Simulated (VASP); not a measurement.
# Zn2Ga2O3 (P3m1) in VASP: notebook

Runs on Zn2Ga2O3. Level: PBE. Tasks: single point.

Everything below comes from runs of VASP 6.6.1. Logs are shortened: lines on timing, memory, paths and dates and some standing lists are left out, and cuts for length are marked.

### 1 The cell of the first run

It takes space group P3m1 (No. 156, trigonal). Conventional cell: a = 3.032 Å, b = 3.032 Å, c = 13.307 Å, α = 90.00°, β = 90.00°, γ = 120.00°. Within 3.8 Å of Zn (site symmetry 3m) lie 9 Zn at 2.85 to 3.03 Å. Zn (site symmetry 3m) has 9 Zn at 2.85 to 3.03 Å and 3 O at 3.41 Å and 1 Ga at 3.74 Å within 3.8 Å. Within 2.4 Å of Ga (site symmetry 3m) lie 4 O at 1.83 to 1.88 Å. Within 2.6 Å of Ga (site symmetry 3m) lie 6 O at 1.93 to 2.16 Å. Within 2.4 Å of O (site symmetry 3m) lie 4 Ga at 1.83 to 2.16 Å. Within 2.5 Å of O (site symmetry 3m) lie 3 Ga at 1.88 Å. Within 2.6 Å of O (site symmetry 3m) lie 3 Ga at 1.93 Å.

### 2 Single point, PBE, collinear spin, ferromagnetic start

Input file INCAR:

```
SYSTEM = Zn2Ga2O3
  PREC = Accurate
  ENCUT = 520
  EDIFF = 1E-7
  ISMEAR = 0
  SIGMA = 0.1
  LREAL = .False.
  LASPH = .True.
  NELM = 150
  ALGO = Normal
  ISIF = 2
  LWAVE = .False.
  LCHARG = .False.
  ISPIN = 2
  MAGMOM = 0 0 0 0 1 1 1
  LORBIT = 11
  GGA = PE
  NBANDS = 47
```

Input file KPOINTS:

```
regular mesh
0
Gamma
  6 6 2
  0 0 0
```

Input file POSCAR:

```
Zn2Ga2O3
1.0
    3.0319722976      0.0000000000      0.0000000000
   -1.5159861488      2.6257650333      0.0000000000
    0.0000000000      0.0000000000     13.3072229523
Zn Ga O
2 2 3
Direct
    0.0000000000      0.0000000000      0.6380535480
    0.6666666667      0.3333333333      0.8071655014
    0.0000000000      0.0000000000      0.3198881480
    0.6666666667      0.3333333333      0.0881327932
    0.0000000000      0.0000000000      0.1826072916
    0.6666666667      0.3333333333      0.3716761651
    0.3333333333      0.6666666667      0.0274765527
```

Potentials or basis: VASP PAW PBE potentials, release 64 (Zn, Ga_d, O).

On the command line:

```sh
> cat potpaw_PBE.64/Zn/POTCAR potpaw_PBE.64/Ga_d/POTCAR potpaw_PBE.64/O/POTCAR > POTCAR
> mpirun -np 1 vasp_std > vasp.out
```

OUTCAR:

```text
SYSTEM = Zn2Ga2O3
   PREC = Accurate
   ENCUT = 520
   EDIFF = 1E-7
   ISMEAR = 0
   LREAL = .False.
   LASPH = .True.
   NELM = 150
   ISIF = 2
   ISPIN = 2
   LORBIT = 11
   GGA = PE

 ion  position               nearest neighbor table
   1  0.000  0.000  0.638-   2 2.85   2 2.85   2 2.85
   2  0.667  0.333  0.807-   1 2.85   1 2.85   1 2.85
   3  0.000  0.000  0.320-   5 1.83   6 1.88   6 1.88   6 1.88
   4  0.667  0.333  0.088-   7 1.93   7 1.93   7 1.93   5 2.16   5 2.16   5 2.16
   5  0.000  0.000  0.183-   3 1.83   4 2.16   4 2.16   4 2.16
   6  0.667  0.333  0.372-   3 1.88   3 1.88   3 1.88
   7  0.333  0.667  0.027-   4 1.93   4 1.93   4 1.93

  LATTYP: Found a hexagonal cell.
 ALAT       =     3.0319722976
 C/A-ratio  =     4.3889658764

  Lattice vectors:

 A1 = (   3.0319722976,   0.0000000000,   0.0000000000)
 A2 = (  -1.5159861488,   2.6257650333,   0.0000000000)
 A3 = (   0.0000000000,   0.0000000000,  13.3072229523)

Analysis of symmetry for initial positions (statically):
=====================================================================
 Subroutine PRICEL returns:
 Original cell was already a primitive cell.

 Routine SETGRP: Setting up the symmetry group for a
 hexagonal supercell.

 Subroutine GETGRP returns: Found  6 space group operations
 (whereof  6 operations were pure point group operations)
 out of a pool of 24 trial point group operations.

The static configuration has the point symmetry C_3v.

Analysis of symmetry for dynamics (positions and initial velocities):
=====================================================================
 Subroutine PRICEL returns:
 Original cell was already a primitive cell.

 Routine SETGRP: Setting up the symmetry group for a
 hexagonal supercell.

 Subroutine GETGRP returns: Found  6 space group operations
 (whereof  6 operations were pure point group operations)
 out of a pool of 24 trial point group operations.

The dynamic configuration has the point symmetry C_3v.

Analysis of structural, dynamic, and magnetic symmetry:
=====================================================================
 Subroutine PRICEL returns:
 Original cell was already a primitive cell.

 Routine SETGRP: Setting up the symmetry group for a
 hexagonal supercell.

 Subroutine GETGRP returns: Found  6 space group operations
 (whereof  6 operations were pure point group operations)
 out of a pool of 24 trial point group operations.

The overall configuration has the point symmetry C_3v.

 Subroutine INISYM returns: Found  6 space group operations
 (whereof  6 operations are pure point group operations),
 and found     1 'primitive' translations

----------------------------------------------------------------------------------------

                                     Primitive cell

  volume of cell :     105.9421

  direct lattice vectors                    reciprocal lattice vectors
     3.031972298  0.000000000  0.000000000     0.329818317  0.190420694  0.000000000
    -1.515986149  2.625765033  0.000000000     0.000000000  0.380841388  0.000000000
     0.000000000  0.000000000 13.307222952     0.000000000  0.000000000  0.075147159

  length of vectors
     3.031972298  3.031972298 13.307222952     0.380841388  0.380841388  0.075147159

  position of ions in fractional coordinates (direct lattice)
     0.000000000  0.000000000  0.638053548
     0.666666667  0.333333333  0.807165501
     0.000000000  0.000000000  0.319888148
     0.666666667  0.333333333  0.088132793
     0.000000000  0.000000000  0.182607292
     0.666666667  0.333333333  0.371676165
     0.333333333  0.666666667  0.027476553

  ion indices of the primitive-cell ions
   primitive index   ion index
                 1           1
                 2           2
                 3           3
                 4           4
                 5           5
                 6           6
                 7           7

----------------------------------------------------------------------------------------

 KPOINTS: regular mesh

[... 37 lines left out ...]
  0.333333  0.333333  0.500000      2.000000
   k-points           NKPTS =     14   k-points in BZ     NKDIM =     14   number of bands    NBANDS=     47
   number of dos      NEDOS =    301   number of ions     NIONS =      7
   total plane-waves  NPLWV =  57600
   dimension x,y,z NGX =    24 NGY =   24 NGZ =  100
   dimension x,y,z NGXF=    48 NGYF=   48 NGZF=  200
   ions per type =               2   2   3
   NGX,Y,Z   is equivalent  to a cutoff of  13.16, 13.16, 12.49 a.u.
   NGXF,Y,Z  is equivalent  to a cutoff of  26.32, 26.32, 24.99 a.u.
 SYSTEM =  Zn2Ga2O3
   PREC   = accura    normal or accurate (medium, high low for compatibility)
   ISTART =      0    job   : 0-new  1-cont  2-samecut
   ICHARG =      2    charge: 1-file 2-atom 10-const
   ISPIN  =      2    spin polarized calculation?
   LNONCOLLINEAR =      F non collinear calculations
   LSORBIT =      F    spin-orbit coupling
   LASPH  =      T    aspherical Exc in radial PAW
   ENCUT  =  520.0 eV  38.22 Ry    6.18 a.u.   5.64  5.64 24.74*2*pi/ulx,y,z
   NELM   =    150;   NELMIN=  2; NELMDL= -5     # of ELM steps
   EDIFF  = 0.1E-06   stopping-criterion for ELM
   LREAL  =      F    real-space projection
   EDIFFG = 0.1E-05   stopping-criterion for IOM
   NSW    =      0    number of steps for IOM
   IBRION =     -1    ionic relax: 0-MD 1-quasi-New 2-CG
   NFREE  =      0    steps in history (QN), initial steepest desc. (CG)
   ISIF   =      2    stress and relaxation
   ISYM   =      2    0-nonsym 1-usesym 2-fastsym
   POTIM  = 0.5000    time-step for ionic-motion
   TEBEG  =    0.0;   TEEND  =   0.0 temperature during run
   PSTRESS=    0.0 pullay stress
   NELECT =      68.0000    total number of electrons
   NUPDOWN=      -1.0000    fix difference up-down
   EMIN   =  10.00;   EMAX   =-10.00  energy-range for DOS
   EFERMI =   0.00;   METHOD = LEGACY
   ISMEAR =     0;   SIGMA  =   0.10  broadening in eV -4-tet -1-fermi 0-gaus
   EFERMI_NEDOS =   21; number of points for ismear=-14 and -15
   IALGO  =     38    algorithm
   IMIX   =      4    mixing-type and parameters
     AMIX     =   0.40;   BMIX     =  1.00
     AMIX_MAG =   1.60;   BMIX_MAG =  1.00
  volume/ion in A,a.u.               =      15.13       102.13
  Fermi-wavevector in a.u.,A,eV,Ry     =   1.412174  2.668622 27.133230  1.994236
  Thomas-Fermi vector in A             =   2.533950
   LORBIT       =     11    0 simple, 1 ext, 2 COOP (PROOUT), +10 PAW based schemes
   GGA     = PE    functional components
   LHFCALC =     F    Hartree Fock is set to
   AEXX    =    0.0000 exact exchange contribution
   IVDW    =     0    specifies the selected vdW correction
   LEPSILON=     F    determine dielectric tensor
   LRPA    =     F    only Hartree local field effects (RPA)
 spin polarized calculation
 Gauss-broadening in eV      SIGMA  =   0.10
  energy-cutoff  :      520.00
  volume of cell :      105.94
 maximum number of plane-waves:      2894
 NGX is ok and might be reduce to    24
   NGX = 11   NGY = 11   NGZ = 49

 number of electron      68.0000001 magnetization       0.1373278

 Free energy of the ion-electron system (eV)
  ---------------------------------------------------
  ext. energy  EPLUGINS =         0.00000000
  ---------------------------------------------------
  free energy    TOTEN  =       -30.46893151 eV

  energy without entropy =      -30.45170024  energy(sigma->0) =      -30.46031588

 E-fermi :   3.4469     XC(G=0): -10.1132

 val. band max:        3.4323155004   @ k =   0.3333   0.1667   0.0000
 cond. band min:       3.4591862909   @ k =   0.1667  -0.0000   0.0000
 fundamental gap:      0.0268707905
 Fermi energy:         3.4468545288

 spin component 1

 k-point     1 :       0.0000    0.0000    0.0000
  band No.  band energies     occupation
      1     -18.7476      1.00000
      2     -17.4887      1.00000
      3     -16.0244      1.00000
      4     -13.1246      1.00000
      5     -13.1246      1.00000
      6     -12.6867      1.00000
[... 675 lines left out ...]
     45      11.5105      0.00000
     46      11.8192      0.00000
 Fermi energy:         3.4468545288

 spin component 2

 k-point     1 :       0.0000    0.0000    0.0000
  band No.  band energies     occupation
      1     -18.7426      1.00000
      2     -17.4861      1.00000
      3     -16.0213      1.00000
      4     -13.1237      1.00000
      5     -13.1237      1.00000
      6     -12.6860      1.00000
[... 675 lines left out ...]
     45      11.5390      0.00000
     46      11.8662      0.00000
 [bands above 46 left out]

------------------------ aborting loop because EDIFF is reached ----------------------------------------

  FORCE on cell =-STRESS in cart. coord.  units (eV):
  Direction    XX          YY          ZZ          XY          YZ          ZX
  --------------------------------------------------------------------------------------
  -------------------------------------------------------------------------------------
  Total        0.5040741      0.5040741      1.1331537      0.0000000     -0.0000000      0.0000000
  in kB        7.6231840      7.6231840     17.1368455      0.0000000     -0.0000000      0.0000000
  external PRESSURE =      10.7944045 kB  Pullay stress =       0.0000000 kB

 VOLUME and BASIS-vectors are now :
 -----------------------------------------------------------------------------
  energy-cutoff  :      520.00
  volume of cell :      105.94
      direct lattice vectors                 reciprocal lattice vectors
     3.031972298  0.000000000  0.000000000     0.329818317  0.190420694  0.000000000
    -1.515986149  2.625765033  0.000000000     0.000000000  0.380841388  0.000000000
     0.000000000  0.000000000 13.307222952     0.000000000  0.000000000  0.075147159

 POSITION                                       TOTAL-FORCE (eV/Angst)
 -----------------------------------------------------------------------------------
      0.00000      0.00000      8.49072        -0.000000     -0.000000     -0.266815
      1.51599      0.87526     10.74113         0.000000     -0.000000      0.285497
      0.00000      0.00000      4.25682         0.000000     -0.000000      0.050096
      1.51599      0.87526      1.17280        -0.000000     -0.000000      0.098835
      0.00000      0.00000      2.43000        -0.000000     -0.000000     -0.138780
      1.51599      0.87526      4.94598        -0.000000      0.000000      0.100329
     -0.00000      1.75051      0.36564        -0.000000     -0.000000     -0.129162
 -----------------------------------------------------------------------------------
    total drift:                                0.000000     -0.000000      0.001059

  FREE ENERGIE OF THE ION-ELECTRON SYSTEM (eV)
  ---------------------------------------------------
  free  energy   TOTEN  =       -30.4689315104 eV

  energy  without entropy=      -30.4517002443  energy(sigma->0) =      -30.46031588

 total charge

# of ion       s       p       d       tot
------------------------------------------
    1        0.659   0.231   9.726  10.616
    2        0.661   0.218   9.729  10.608
    3        0.760   0.845  10.252  11.857
    4        0.684   0.705  10.218  11.607
    5        1.567   3.465   0.000   5.032
    6        1.571   3.481   0.000   5.052
    7        1.564   3.470   0.000   5.034
--------------------------------------------------
tot          7.467  12.414  39.925  59.805

 magnetization (x)

# of ion       s       p       d       tot
------------------------------------------
    1        0.015   0.010   0.001   0.026
    2        0.017   0.009   0.001   0.027
    3        0.001   0.000   0.000   0.002
    4        0.000   0.000   0.000   0.001
    5        0.000   0.001   0.000   0.001
    6        0.001   0.002   0.000   0.003
    7        0.000   0.002   0.000   0.002
--------------------------------------------------
tot          0.036   0.025   0.001   0.062
```

Run time: 2.6 min. Hardware: 1 thread of Intel Xeon Platinum 8488C (Sapphire Rapids), shared host; peak memory 0.32 GiB.

What came out:

| Property | Result |
| --- | --- |
| Free energy | -30.4689 eV |
| Pressure | 1.1 GPa |
| Largest force | 0.285 eV/Å |
| Net moment | 0.14 μB per cell |
| Site moments | Zn +0.03; Ga +0.00; O +0.00 μB |
| Valence electrons inside the program's atomic spheres | Zn 10.62, 10.61; Ga 11.86, 11.61; O 5.03, 5.05 (each value once) |

Forces on the atoms (eV/Å):
```
Zn   0.000  0.000 -0.267
Zn   0.000  0.000  0.285
Ga   0.000  0.000  0.050
Ga   0.000  0.000  0.099
O    0.000  0.000 -0.139
O    0.000  0.000  0.100
O    0.000  0.000 -0.129
```

Levels at points of the mesh, in eV from the Fermi level:
Spin up:
| k point | band 30 | band 31 | band 32 | band 33 | band 34 | band 35 | band 36 | band 37 | band 38 | band 39 |
| --- | --- | --- | --- | --- | --- | --- | --- | --- | --- | --- |
| (0.00, 0.00, 0.00) | -3.38 | -3.38 | -3.19 | -3.09 | -3.09 | -1.27 | 0.47 | 1.83 | 4.31 | 5.69 |
| (0.50, 0.00, 0.00) | -4.88 | -3.21 | -3.10 | -2.22 | -1.87 | 0.94 | 1.17 | 2.19 | 3.35 | 4.52 |
| (0.00, 0.00, 0.50) | -3.59 | -3.38 | -3.38 | -3.09 | -3.09 | -0.81 | -0.05 | 2.14 | 4.12 | 5.87 |
| (0.50, 0.00, 0.50) | -4.88 | -3.20 | -3.10 | -2.21 | -1.88 | 0.90 | 1.19 | 2.27 | 3.27 | 4.41 |
Spin down:
| k point | band 30 | band 31 | band 32 | band 33 | band 34 | band 35 | band 36 | band 37 | band 38 | band 39 |
| --- | --- | --- | --- | --- | --- | --- | --- | --- | --- | --- |
| (0.00, 0.00, 0.00) | -3.38 | -3.38 | -3.16 | -3.09 | -3.09 | -1.25 | 0.53 | 1.85 | 4.32 | 5.74 |
| (0.50, 0.00, 0.00) | -4.88 | -3.20 | -3.10 | -2.18 | -1.82 | 1.03 | 1.27 | 2.20 | 3.35 | 4.52 |
| (0.00, 0.00, 0.50) | -3.57 | -3.38 | -3.38 | -3.09 | -3.09 | -0.80 | 0.02 | 2.15 | 4.13 | 5.92 |
| (0.50, 0.00, 0.50) | -4.88 | -3.20 | -3.10 | -2.17 | -1.83 | 0.99 | 1.29 | 2.28 | 3.28 | 4.43 |

Caveat: the k points lie up to 0.40 Å⁻¹ apart.

(Part 1 of 2 ends here.)
